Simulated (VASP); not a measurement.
A run of VASP 6.6.1 is set up as follows.

Contents of INCAR:

```
SYSTEM = Ir
PREC     = Accurate       ! precision mode
ENCUT    = 520            ! plane-wave cutoff, eV
EDIFF    = 1E-6           ! SCF threshold, eV
ISMEAR   = -1             ! smearing method
SIGMA    = 0.1            ! smearing width, eV
LREAL    = .FALSE.        ! projectors in reciprocal space
LASPH    = .TRUE.         ! aspherical terms in the spheres
NELM     = 60             ! most SCF steps
ALGO     = Normal         ! electronic algorithm
ISIF     = 2              ! what is computed and relaxed
LWAVE    = .FALSE.        ! write WAVECAR
LCHARG   = .TRUE.         ! write CHGCAR
GGA      = PE             ! functional
LELF     = .TRUE.         ! ELF
LVHAR    = .TRUE.       
NBANDS   = 26             ! bands
```

KPOINTS

```
Automatic mesh
0
G
  15 15 4
  0 0 0
```

The input POSCAR:

```
Ir
1.0
    2.7024312208      0.0000000000      0.0000000000
   -1.3512156104      2.3403740892      0.0000000000
    0.0000000000      0.0000000000      8.8286056727
Ir
4
Direct
    1.0000000000      1.0000000000      0.0000000000
    1.0000000000      1.0000000000      0.5000000000
    0.3333333333      0.6666666667      0.2500000000
    0.6666666667      0.3333333333      0.7500000000
```

Potentials or basis: VASP PAW PBE potentials, release 64 (Ir).

The run is started by

```console
$ cat potpaw_PBE.64/Ir/POTCAR > POTCAR
$ mpirun -np 1 vasp_std > vasp.out
```

Q: Estimate the band gap on the k mesh.

A: Zero (band 18 reaches 11.67 eV, above the bottom of band 19 at 9.08 eV).

Q: Estimate the pressure.

A: 16.1 GPa.

Stress tensor (GPa, compression positive):
```
16.10  0.00  0.00
 0.00 16.10  0.00
 0.00  0.00 16.20
```

Caveat: spin-orbit coupling is left out, which moves the levels of the heavy elements.
